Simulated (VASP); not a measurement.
# Sn2PbO3 (P4mm) in VASP: notebook

Runs on Sn2PbO3. Level: PBE. Tasks: single point.

All numbers are computed with VASP 6.6.1; they aren't measurements. Logs are shortened: lines on timing, memory, paths and dates and some standing lists are left out, and cuts for length are marked.

## Step 1: The cell of the first run

Symmetry: P4mm, No. 99, tetragonal system. The conventional cell has a = 3.913 Å, b = 3.913 Å, c = 14.932 Å, α = 90.00°, β = 90.00°, γ = 90.00°. Within 3.0 Å of Sn (site symmetry 4mm) lie 4 O at 2.29 Å. Sn (site symmetry 4mm) has 4 O at 2.29 Å within 3.0 Å. Within 3.0 Å of Sn (site symmetry 4mm) lie 4 O at 2.29 Å. Within 3.0 Å of Sn (site symmetry 4mm) lie 4 O at 2.29 Å. Pb (site symmetry 4mm) has 4 O at 2.29 Å within 3.0 Å. Pb (site symmetry 4mm) has 4 O at 2.29 Å within 3.0 Å. O (site symmetry 2mm) has 4 Sn at 2.29 Å and 4 O at 2.77 Å within 3.0 Å. O (site symmetry 2mm) has 2 Sn at 2.29 Å and 2 Pb at 2.29 Å and 4 O at 2.77 Å within 3.0 Å.

## Step 2: Single point, PBE

INCAR reads:

```
PREC     = Accurate       # precision mode
ENCUT    = 520            # plane-wave cutoff, eV
EDIFF    = 1E-6           # SCF threshold, eV
ISMEAR   = 0              # smearing method
SIGMA    = 0.1            # smearing width, eV
LREAL    = F              # projectors in reciprocal space
LASPH    = T              # aspherical terms in the spheres
NELM     = 100            # most SCF steps
ALGO     = Normal         # electronic algorithm
ISIF     = 2              # what is computed and relaxed
LWAVE    = F              # write WAVECAR
LCHARG   = F              # write CHGCAR
GGA      = PE             # functional
NBANDS   = 72             # bands
```

KPOINTS reads:

```
regular mesh
0
Gamma
  4 4 2
```

POSCAR reads:

```
Sn2PbO3
1.0
    3.9131173400      0.0000000000      0.0000000000
    0.0000000000      3.9131173400      0.0000000000
    0.0000000000      0.0000000000     14.9320108600
Sn Pb O
4 2 6
Direct
    0.0000000000      0.0000000000      0.0795000000
    0.5000000000      0.5000000000      0.2538333300
    0.5000000000      0.5000000000      0.5871666700
    0.5000000000      0.5000000000      0.9205000000
    0.0000000000      0.0000000000      0.4128333300
    0.0000000000      0.0000000000      0.7461666700
    0.0000000000      0.5000000000      0.0000000000
    0.0000000000      0.5000000000      0.3333333300
    0.0000000000      0.5000000000      0.6666666700
    0.5000000000      0.0000000000      0.0000000000
    0.5000000000      0.0000000000      0.3333333300
    0.5000000000      0.0000000000      0.6666666700
```

Potentials or basis: VASP PAW PBE potentials, release 64 (Sn_d, Pb_d, O).

Command:

```sh
> cat potpaw_PBE.64/Sn_d/POTCAR potpaw_PBE.64/Pb_d/POTCAR potpaw_PBE.64/O/POTCAR > POTCAR
> mpirun -np 1 vasp_std > vasp.out
```

OUTCAR:

```text
PREC = Accurate
   ENCUT = 520
   EDIFF = 1E-6
   ISMEAR = 0
   LREAL = F
   LASPH = T
   NELM = 100
   ISIF = 2
   GGA = PE

 ion  position               nearest neighbor table
   1  0.000  0.000  0.080-   7 2.29  10 2.29   7 2.29  10 2.29   4 3.65   4 3.65   4 3.65   4 3.65

   2  0.500  0.500  0.254-   8 2.29  11 2.29  11 2.29   8 2.29   5 3.65   5 3.65   5 3.65   5 3.65

   3  0.500  0.500  0.587-   9 2.29  12 2.29  12 2.29   9 2.29   6 3.65   6 3.65   6 3.65   6 3.65
                             5 3.80   5 3.80   5 3.80   5 3.80
   4  0.500  0.500  0.920-   7 2.29  10 2.29  10 2.29   7 2.29   1 3.65   1 3.65   1 3.65   1 3.65
                             6 3.80   6 3.80   6 3.80   6 3.80
   5  0.000  0.000  0.413-   8 2.29  11 2.29   8 2.29  11 2.29   2 3.65   2 3.65   2 3.65   2 3.65
                             3 3.80   3 3.80   3 3.80   3 3.80
   6  0.000  0.000  0.746-   9 2.29  12 2.29   9 2.29  12 2.29   3 3.65   3 3.65   3 3.65   3 3.65
                             4 3.80   4 3.80   4 3.80   4 3.80
   7  0.000  0.500  0.000-   1 2.29   4 2.29   1 2.29   4 2.29
   8  0.000  0.500  0.333-   5 2.29   5 2.29   2 2.29   2 2.29
   9  0.000  0.500  0.667-   3 2.29   3 2.29   6 2.29   6 2.29
  10  0.500  0.000  0.000-   1 2.29   4 2.29   4 2.29   1 2.29
  11  0.500  0.000  0.333-   5 2.29   5 2.29   2 2.29   2 2.29
  12  0.500  0.000  0.667-   3 2.29   3 2.29   6 2.29   6 2.29

  LATTYP: Found a simple tetragonal cell.
 ALAT       =     3.9131173400
 C/A-ratio  =     3.8158863031

  Lattice vectors:

 A1 = (   3.9131173400,   0.0000000000,   0.0000000000)
 A2 = (   0.0000000000,   3.9131173400,   0.0000000000)
 A3 = (   0.0000000000,   0.0000000000,  14.9320108600)

Analysis of symmetry for initial positions (statically):
=====================================================================
 Subroutine PRICEL returns:
 Original cell was already a primitive cell.

 Routine SETGRP: Setting up the symmetry group for a
 simple tetragonal supercell.

 Subroutine GETGRP returns: Found  8 space group operations
 (whereof  8 operations were pure point group operations)
 out of a pool of 16 trial point group operations.

The static configuration has the point symmetry C_4v.

Analysis of symmetry for dynamics (positions and initial velocities):
=====================================================================
 Subroutine PRICEL returns:
 Original cell was already a primitive cell.

 Routine SETGRP: Setting up the symmetry group for a
 simple tetragonal supercell.

 Subroutine GETGRP returns: Found  8 space group operations
 (whereof  8 operations were pure point group operations)
 out of a pool of 16 trial point group operations.

The dynamic configuration has the point symmetry C_4v.

 Subroutine INISYM returns: Found  8 space group operations
 (whereof  8 operations are pure point group operations),
 and found     1 'primitive' translations

----------------------------------------------------------------------------------------

                                     Primitive cell

  volume of cell :     228.6462

  direct lattice vectors                    reciprocal lattice vectors
     3.913117340  0.000000000  0.000000000     0.255550732  0.000000000  0.000000000
     0.000000000  3.913117340  0.000000000     0.000000000  0.255550732  0.000000000
     0.000000000  0.000000000 14.932010860     0.000000000  0.000000000  0.066970216

  length of vectors
     3.913117340  3.913117340 14.932010860     0.255550732  0.255550732  0.066970216

  position of ions in fractional coordinates (direct lattice)
     0.000000000  0.000000000  0.079500000
     0.500000000  0.500000000  0.253833330
     0.500000000  0.500000000  0.587166670
     0.500000000  0.500000000  0.920500000
     0.000000000  0.000000000  0.412833330
     0.000000000  0.000000000  0.746166670
     0.000000000  0.500000000  0.000000000
     0.000000000  0.500000000  0.333333330
     0.000000000  0.500000000  0.666666670
     0.500000000  0.000000000  0.000000000
     0.500000000  0.000000000  0.333333330
     0.500000000  0.000000000  0.666666670

  ion indices of the primitive-cell ions
   primitive index   ion index
                 1           1
                 2           2
                 3           3
                 4           4
                 5           5
                 6           6
                 7           7
                 8           8
                 9           9
                10          10
                11          11
                12          12

----------------------------------------------------------------------------------------

 KPOINTS: regular mesh

Automatic generation of k-mesh.
 Grid dimensions read from file:
 generate k-points for:    4    4    2

 Generating k-lattice:

  Cartesian coordinates                     Fractional coordinates (reciprocal lattice)
     0.063887683  0.000000000  0.000000000     0.250000000  0.000000000  0.000000000
     0.000000000  0.063887683  0.000000000     0.000000000  0.250000000  0.000000000
     0.000000000  0.000000000  0.033485108     0.000000000  0.000000000  0.500000000

  Length of vectors
     0.063887683  0.063887683  0.033485108

  Shift w.r.t. Gamma in fractional coordinates (k-lattice)
     0.000000000  0.000000000  0.000000000

 Subroutine IBZKPT returns following result:
 ===========================================

 Found     12 irreducible k-points:

 Following reciprocal coordinates:
            Coordinates               Weight
  0.000000  0.000000  0.000000      1.000000
  0.250000  0.000000  0.000000      4.000000
  0.500000  0.000000  0.000000      2.000000
  0.250000  0.250000  0.000000      4.000000
  0.500000  0.250000  0.000000      4.000000
  0.500000  0.500000  0.000000      1.000000
  0.000000  0.000000  0.500000      1.000000
  0.250000  0.000000  0.500000      4.000000
  0.500000  0.000000  0.500000      2.000000
  0.250000  0.250000  0.500000      4.000000
  0.500000  0.250000  0.500000      4.000000
  0.500000  0.500000  0.500000      1.000000
   k-points           NKPTS =     12   k-points in BZ     NKDIM =     12   number of bands    NBANDS=     72
   number of dos      NEDOS =    301   number of ions     NIONS =     12
   total plane-waves  NPLWV = 100800
   dimension x,y,z NGX =    30 NGY =   30 NGZ =  112
   dimension x,y,z NGXF=    60 NGYF=   60 NGZF=  224
   ions per type =               4   2   6
   NGX,Y,Z   is equivalent  to a cutoff of  12.75, 12.75, 12.47 a.u.
   NGXF,Y,Z  is equivalent  to a cutoff of  25.49, 25.49, 24.94 a.u.
 SYSTEM =  unknown system
   PREC   = accura    normal or accurate (medium, high low for compatibility)
   ISTART =      0    job   : 0-new  1-cont  2-samecut
   ICHARG =      2    charge: 1-file 2-atom 10-const
   ISPIN  =      1    spin polarized calculation?
   LNONCOLLINEAR =      F non collinear calculations
   LSORBIT =      F    spin-orbit coupling
   LASPH  =      T    aspherical Exc in radial PAW
   ENCUT  =  520.0 eV  38.22 Ry    6.18 a.u.   7.28  7.28 27.76*2*pi/ulx,y,z
   NELM   =    100;   NELMIN=  2; NELMDL= -5     # of ELM steps
   EDIFF  = 0.1E-05   stopping-criterion for ELM
   LREAL  =      F    real-space projection
   EDIFFG = 0.1E-04   stopping-criterion for IOM
   NSW    =      0    number of steps for IOM
   IBRION =     -1    ionic relax: 0-MD 1-quasi-New 2-CG
   NFREE  =      0    steps in history (QN), initial steepest desc. (CG)
   ISIF   =      2    stress and relaxation
   ISYM   =      2    0-nonsym 1-usesym 2-fastsym
   POTIM  = 0.5000    time-step for ionic-motion
   TEBEG  =    0.0;   TEEND  =   0.0 temperature during run
   PSTRESS=    0.0 pullay stress
   NELECT =     120.0000    total number of electrons
   NUPDOWN=      -1.0000    fix difference up-down
   EMIN   =  10.00;   EMAX   =-10.00  energy-range for DOS
   EFERMI =   0.00;   METHOD = LEGACY
   ISMEAR =     0;   SIGMA  =   0.10  broadening in eV -4-tet -1-fermi 0-gaus
   EFERMI_NEDOS =   21; number of points for ismear=-14 and -15
   IALGO  =     38    algorithm
   IMIX   =      4    mixing-type and parameters
     AMIX     =   0.40;   BMIX     =  1.00
     AMIX_MAG =   1.60;   BMIX_MAG =  1.00
  volume/ion in A,a.u.               =      19.05       128.58
  Fermi-wavevector in a.u.,A,eV,Ry     =   1.320527  2.495434 23.725719  1.743791
  Thomas-Fermi vector in A             =   2.450347
   LORBIT       =      0    0 simple, 1 ext, 2 COOP (PROOUT), +10 PAW based schemes
   GGA     = PE    functional components
   LHFCALC =     F    Hartree Fock is set to
   AEXX    =    0.0000 exact exchange contribution
   IVDW    =     0    specifies the selected vdW correction
   LEPSILON=     F    determine dielectric tensor
   LRPA    =     F    only Hartree local field effects (RPA)
 non-spin polarized calculation
 Gauss-broadening in eV      SIGMA  =   0.10
  energy-cutoff  :      520.00
  volume of cell :      228.65
 maximum number of plane-waves:      6212
 NGX is ok and might be reduce to    30
   NGX = 15   NGY = 15   NGZ = 55

 number of electron     119.9999965 magnetization

 Free energy of the ion-electron system (eV)
  ---------------------------------------------------
  ext. energy  EPLUGINS =         0.00000000
  ---------------------------------------------------
  free energy    TOTEN  =       -66.67150824 eV

  energy without entropy =      -66.67150573  energy(sigma->0) =      -66.67150698

 E-fermi :   6.1583     XC(G=0):  -9.9067

 val. band max:        5.8886923801   @ k =   0.0000   0.0000   0.0000
 cond. band min:       6.4396908608   @ k =   0.5000   0.5000   0.0000
 fundamental gap:      0.5509984807
 Fermi energy:         6.1582555609

 k-point     1 :       0.0000    0.0000    0.0000
  band No.  band energies     occupation
      1     -15.7077      2.00000
      2     -15.4525      2.00000
      3     -15.4508      2.00000
      4     -15.4481      2.00000
      5     -15.4481      2.00000
      6     -15.4294      2.00000
[... 64 lines left out ...]
     71      10.8012      0.00000
     72      10.8012      0.00000
[... 823 lines left out ...]
     71      10.9273      0.00000
     72      11.0571      0.00000

------------------------ aborting loop because EDIFF is reached ----------------------------------------

  FORCE on cell =-STRESS in cart. coord.  units (eV):
  Direction    XX          YY          ZZ          XY          YZ          ZX
  --------------------------------------------------------------------------------------
  -------------------------------------------------------------------------------------
  Total        1.1896474      1.1896474      0.5642723      0.0000000      0.0000000      0.0000000
  in kB        8.3361363      8.3361363      3.9539876      0.0000000      0.0000000      0.0000000
  external PRESSURE =       6.8754200 kB  Pullay stress =       0.0000000 kB

 VOLUME and BASIS-vectors are now :
 -----------------------------------------------------------------------------
  energy-cutoff  :      520.00
  volume of cell :      228.65
      direct lattice vectors                 reciprocal lattice vectors
     3.913117340  0.000000000  0.000000000     0.255550732  0.000000000  0.000000000
     0.000000000  3.913117340  0.000000000     0.000000000  0.255550732  0.000000000
     0.000000000  0.000000000 14.932010860     0.000000000  0.000000000  0.066970216

 POSITION                                       TOTAL-FORCE (eV/Angst)
 -----------------------------------------------------------------------------------
      0.00000      0.00000      1.18709        -0.000000      0.000000     -0.431476
      1.95656      1.95656      3.79024         0.000000      0.000000      0.792576
      1.95656      1.95656      8.76758         0.000000     -0.000000      0.892753
      1.95656      1.95656     13.74492         0.000000      0.000000      0.978284
      0.00000      0.00000      6.16443         0.000000      0.000000      0.904207
      0.00000      0.00000     11.14177         0.000000     -0.000000      0.923592
      0.00000      1.95656      0.00000         0.000000      0.000000     -0.210584
      0.00000      1.95656      4.97734        -0.000000     -0.000000     -0.912833
      0.00000      1.95656      9.95467         0.000000      0.000000     -0.906551
      1.95656      0.00000      0.00000        -0.000000      0.000000     -0.210584
      1.95656      0.00000      4.97734         0.000000      0.000000     -0.912833
      1.95656      0.00000      9.95467         0.000000      0.000000     -0.906551
 -----------------------------------------------------------------------------------
    total drift:                                0.000000     -0.000000      0.000618

  FREE ENERGIE OF THE ION-ELECTRON SYSTEM (eV)
  ---------------------------------------------------
  free  energy   TOTEN  =       -66.6715082398 eV

  energy  without entropy=      -66.6715057269  energy(sigma->0) =      -66.67150698
```

Wall time 3.9 min (1 thread of AMD EPYC 7R43 (Zen 3), shared host); peak memory 0.35 GiB.

Results:

```
Free energy            : -66.6715 eV
Pressure               : 0.7 GPa
Largest force          : 0.978 eV/Å
Band gap on the k mesh : 0.55 eV (least direct gap 1.76 eV)
```

Forces in eV/Å, atoms in the order of the input:
```
Sn   0.000  0.000 -0.431
Sn   0.000  0.000  0.793
Sn   0.000  0.000  0.893
Sn   0.000  0.000  0.978
Pb   0.000  0.000  0.904
Pb   0.000  0.000  0.924
O    0.000  0.000 -0.211
O    0.000  0.000 -0.913
O    0.000  0.000 -0.907
O    0.000  0.000 -0.211
O    0.000  0.000 -0.913
O    0.000  0.000 -0.907
```

Caveat: spin-orbit coupling is left out, which moves the levels of the heavy elements.

## Step 3: Single point, PBE

This run uses another cell than the first one, of 19.79 Å³/atom.

INCAR reads:

```
PREC = Accurate
ENCUT = 520
EDIFF = 1E-6
ISMEAR = 0
SIGMA = 0.1
LREAL = F
LASPH = T
NELM = 100
ALGO = Normal
ISIF = 2
LWAVE = F
LCHARG = F
GGA = PE
NBANDS = 72
```

KPOINTS reads:

```
Automatic mesh
0
Gamma
  4 4 2
```

POSCAR reads:

```
Sn2PbO3
1.0
    3.9215334681      0.0000000000      0.0000000000
    0.0000000000      3.9215334681      0.0000000000
    0.0000000000      0.0000000000     15.4410748223
Sn Pb O
4 2 6
Direct
    0.0000000000      0.0000000000      0.0816703124
    0.5000000000      0.5000000000      0.2527752052
    0.5000000000      0.5000000000      0.5940474712
    0.5000000000      0.5000000000      0.9338352925
    0.0000000000      0.0000000000      0.4065787750
    0.0000000000      0.0000000000      0.7480111576
    0.0000000000      0.5000000000      0.0042061223
    0.0000000000      0.5000000000      0.3230111990
    0.0000000000      0.5000000000      0.6643235717
    0.5000000000      0.0000000000      0.0042061223
    0.5000000000      0.0000000000      0.3230111990
    0.5000000000      0.0000000000      0.6643235717
```

Potentials or basis: VASP PAW PBE potentials, release 64 (Sn_d, Pb_d, O).

Command:

```sh
> cat potpaw_PBE.64/Sn_d/POTCAR potpaw_PBE.64/Pb_d/POTCAR potpaw_PBE.64/O/POTCAR > POTCAR
> mpirun -np 1 vasp_std > vasp.out
```

Wall time 4.5 min (1 thread of AMD EPYC 7R43 (Zen 3), shared host); peak memory 0.37 GiB.

The run converged. Its results:

```
Free energy            : -66.9600 eV
Pressure               : 0.3 GPa
Largest force          : 0.093 eV/Å
Band gap on the k mesh : 0.80 eV (least direct gap 1.54 eV)
```

Forces on the atoms (eV/Å):
```
Sn   0.000  0.000  0.052
Sn   0.000  0.000 -0.070
Sn   0.000  0.000 -0.061
Sn   0.000  0.000 -0.093
Pb   0.000  0.000  0.049
Pb   0.000  0.000  0.043
O    0.000  0.000  0.026
O    0.000  0.000  0.007
O    0.000  0.000  0.006
O    0.000  0.000  0.026
O    0.000  0.000  0.007
O    0.000  0.000  0.006
```

Stress tensor (GPa, compression positive):
```
0.22 0.00 0.00
0.00 0.22 0.00
0.00 0.00 0.45
```

Levels at points of the mesh, in eV from the valence-band top:
| k point | band 57 | band 58 | band 59 | band 60 | band 61 | band 62 | band 63 | band 64 |
| --- | --- | --- | --- | --- | --- | --- | --- | --- |
| (0.00, 0.00, 0.00) | -2.07 | -1.08 | -0.99 | 0.00 | 1.54 | 1.80 | 2.01 | 3.69 |
| (0.50, 0.00, 0.00) | -1.87 | -1.57 | -1.33 | -1.10 | 2.40 | 2.47 | 2.75 | 2.78 |
| (0.50, 0.50, 0.00) | -1.60 | -1.58 | -1.31 | -1.23 | 0.80 | 0.80 | 2.00 | 2.00 |
| (0.00, 0.00, 0.50) | -2.07 | -1.57 | -0.46 | -0.12 | 1.55 | 1.81 | 1.95 | 3.57 |
| (0.50, 0.00, 0.50) | -1.81 | -1.54 | -1.53 | -1.00 | 2.39 | 2.43 | 2.77 | 2.86 |
| (0.50, 0.50, 0.50) | -1.60 | -1.52 | -1.31 | -1.27 | 1.05 | 1.05 | 1.26 | 1.26 |

Caveat: spin-orbit coupling is left out, which moves the levels of the heavy elements.
